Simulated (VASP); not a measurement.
Set up this calculation in VASP 6.6.1, as the native input.

* Task: single point
* Functional: BLYP
* Dispersion: D3(BJ)
* Potentials or basis: VASP PAW PBE potentials, release 64 (Li_sv)
* Cutoff: 520 eV
* k mesh: 11 × 11 × 11
* Occupations: fermi-dirac, width 0.05 eV
* Spin: no spin polarisation
* Dipole correction: no
* Further INCAR settings: ALGO = Fast; EDIFF = 1e-06; NBANDS = 8

The structure of Li lies in POSCAR:

```
Li
1.0
   -1.5779589300      1.5779589300      1.5779589300
    1.5779589300     -1.5779589300      1.5779589300
    1.5779589300      1.5779589300     -1.5779589300
Li
1
Direct
    0.0000000000      0.0000000000      0.0000000000
```

The input as run:

INCAR

```
AGGAC = 1.0 ; AGGAX = 1.0
ALDAC = 0.0 ; ALDAX = 1.0
ALGO = Fast ; EDIFF = 1E-6
ENCUT = 520 ; GGA = B5
ISIF = 2 ; ISMEAR = -1
IVDW = 12 ; LASPH = True
LCHARG = False ; LREAL = False
LWAVE = False ; NBANDS = 8
NELM = 80 ; PREC = Accurate
SIGMA = 0.05 ; VDW_A1 = 0.4298
VDW_A2 = 4.2359 ; VDW_S6 = 1.0
VDW_S8 = 2.6996
```

KPOINTS

```
k-points
0
Gamma
  11 11 11
```

Potentials or basis: VASP PAW PBE potentials, release 64 (Li_sv).

Launch:

```console
$ cat potpaw_PBE.64/Li_sv/POTCAR > POTCAR
$ mpirun -np 1 vasp_std > vasp.out
```

It gave:

```
Dispersion energy per atom : -0.488 eV
```

Wall time 12 s on 1 thread of AMD EPYC 9R45 (Zen 5), with other jobs on the host, peak memory 0.09 GiB.
